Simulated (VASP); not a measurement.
Wanted: the native input for a VASP 6.6.1 run.

```yaml
Task: single point
Functional: RPBE
Potentials_or_basis: VASP PAW PBE potentials, release 64 (Au)
Cutoff: 520 eV
k_mesh: 13 × 13 × 12
Occupations: fermi-dirac, width 0.1 eV
Spin: no spin polarisation
Dipole_correction: no
Further_INCAR_settings: ALGO = Normal; EDIFF = 1e-06; NBANDS = 18
```

The structure of Au lies in POSCAR:

```
Au
1.0
   -3.0742814475      3.5001348098      1.3945293113
    3.5001348098     -3.0742814475      1.3945293113
    2.0153565100      2.0153565100     -0.6145780982
Au
2
Direct
    0.0075260574      0.9924739426      0.0000000000
    0.7424739426      0.2575260574      0.5000000000
```

These files were run (other wordings do the same):

INCAR

```
PREC = Accurate
ENCUT = 520
EDIFF = 1E-6
ISMEAR = -1
SIGMA = 0.1
LREAL = False
LASPH = True
NELM = 80
ALGO = Normal
ISIF = 2
LWAVE = False
LCHARG = False
GGA = RP
NBANDS = 18
```

KPOINTS

```
Automatic mesh
0
Gamma
  13 13 12
```

Potentials or basis: VASP PAW PBE potentials, release 64 (Au).

The run is started by

```bash
$ cat potpaw_PBE.64/Au/POTCAR > POTCAR
$ mpirun -np 1 vasp_std > vasp.out
```

Results of the run:

```json
{
  "Pressure": "-0.2 GPa",
  "Band gap on the k mesh": "zero (band 11 reaches 11.08 eV, above the bottom of band 12 at 5.68 eV)"
}
```

Caveat: the PAW data sets were made with another functional, which shifts forces and pressure a little; spin-orbit coupling is left out, which moves the levels of the heavy elements.

Run time: 7.3 min on 1 thread of Oxide Virtual Turin-like Processor (shared host), peak memory 0.4 GiB.
